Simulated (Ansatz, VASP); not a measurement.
Two plane-wave programs on MgH2

```xyz
6
Lattice="4.4284 0.0000 0.0000 0.0000 4.4284 0.0000 0.0000 0.0000 2.9733" Properties=species:S:1:pos:R:3 pbc="T T T"
Mg    0.0000    0.0000    0.0000
Mg    2.2142    2.2142    1.4866
H     1.3477    1.3477    0.0000
H     0.8665    3.5619    1.4866
H     3.0807    3.0807    0.0000
H     3.5619    0.8665    1.4866
```

Alike in both runs: functional LDA; k mesh 6 × 6 × 8; no spin polarisation.

Ansatz relaxed the structure, and its values are those at the end. VASP's run is a single point on that final structure, the one shown.

```csv
,VASP,Ansatz
version,VASP 6.6.1,Ansatz 0.2.0
potentials or method,"VASP PAW LDA potentials, release 64 (Mg, H), cutoff 600 eV","scalar-relativistic, plane waves, PAW"
occupations,"gaussian, width 0.01 eV",fixed
valence electrons in the cell,8,24
```

```tsv
	VASP	Ansatz	Ansatz less VASP
gap on the k mesh at the Fermi level (eV)	3.51	3.51	0.000
least direct gap on the mesh (eV)	4.37	4.37	-0.001
pressure (GPa)	-0.4	0.0	+0.41
```

LDA's correlation is that of Perdew and Zunger in VASP and of Perdew and Wang (1992) in Ansatz. VASP's potentials hold 8 valence electrons a cell and Ansatz's 24, so a difference there can come from the potentials and not from the codes.
